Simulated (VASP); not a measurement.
A run of VASP 6.6.1:

The input INCAR:

```
PREC     = Accurate       # precision mode
ENCUT    = 520            # plane-wave cutoff, eV
EDIFF    = 1E-6           # SCF threshold, eV
ISMEAR   = -1             # smearing method
SIGMA    = 0.1            # smearing width, eV
LREAL    = False          # projectors in reciprocal space
LASPH    = True           # aspherical terms in the spheres
NELM     = 60             # most SCF steps
ALGO     = Normal         # electronic algorithm
ISIF     = 2              # what is computed and relaxed
LWAVE    = False          # write WAVECAR
LCHARG   = False          # write CHGCAR
GGA      = CA             # functional
NBANDS   = 30             # bands
```

Contents of KPOINTS:

```
regular mesh
0
Gamma
  8 8 3
```

File POSCAR:

```
HfCd
1.0
    3.0458468717      0.0000000000      0.0000000000
    0.0000000000      3.0458468717      0.0000000000
    0.0000000000      0.0000000000      8.5496451477
Hf Cd
2 2
Direct
    0.0000000000      0.5000000000      0.8746000055
    0.5000000000      0.0000000000      0.1253999945
    0.0000000000      0.5000000000      0.3820540030
    0.5000000000      0.0000000000      0.6179459970
```

Potentials or basis: VASP PAW LDA potentials, release 64 (Hf_pv, Cd).

The run is started by

```console
$ cat potpaw_LDA.64/Hf_pv/POTCAR potpaw_LDA.64/Cd/POTCAR > POTCAR
$ mpirun -np 1 vasp_std > vasp.out
```

Hardware: 1 thread of Intel Xeon 8259CL, with other jobs on the host.

**Question.** Estimate the wall time of this run.

**Answer.** It took 99 s on 1 thread of Intel Xeon 8259CL, on a shared host, peak memory 0.2 GiB. Counts: scf iterations 13, k points 30.
